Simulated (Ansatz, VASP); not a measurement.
## Pb in VASP and in Ansatz

```xyz
1
Lattice="-2.0185 2.0185 2.0185 2.0185 -2.0185 2.0185 2.0185 2.0185 -2.0185" Properties=species:S:1:pos:R:3 pbc="T T T"
Pb    0.0000    0.0000    0.0000
```

Change from the starting cell: volume scaled by 1.06.

Alike in both runs: task single point; functional PBEsol; k mesh 9 × 9 × 9; occupations fermi-dirac, width 0.05 eV; no spin polarisation.

|  | VASP | Ansatz |
| --- | --- | --- |
| version | VASP 6.6.1 | Ansatz 0.2.0 |
| potentials or method | VASP PAW PBE potentials, release 64 (Pb_d), cutoff 520 eV | all-electron LAPW, scalar-relativistic |

```csv
,VASP,Ansatz,Ansatz less VASP
gap on the k mesh at the Fermi level (eV),none,none,-
pressure (GPa),-3.8,-3.8,+0.06
```

VASP's potentials were made for PBE, not for PBEsol. A gap of «none» marks a metal or a gap that the smearing closes. Ansatz ran all-electron here, and VASP with PAW potentials.

Neither program's run includes spin-orbit coupling.
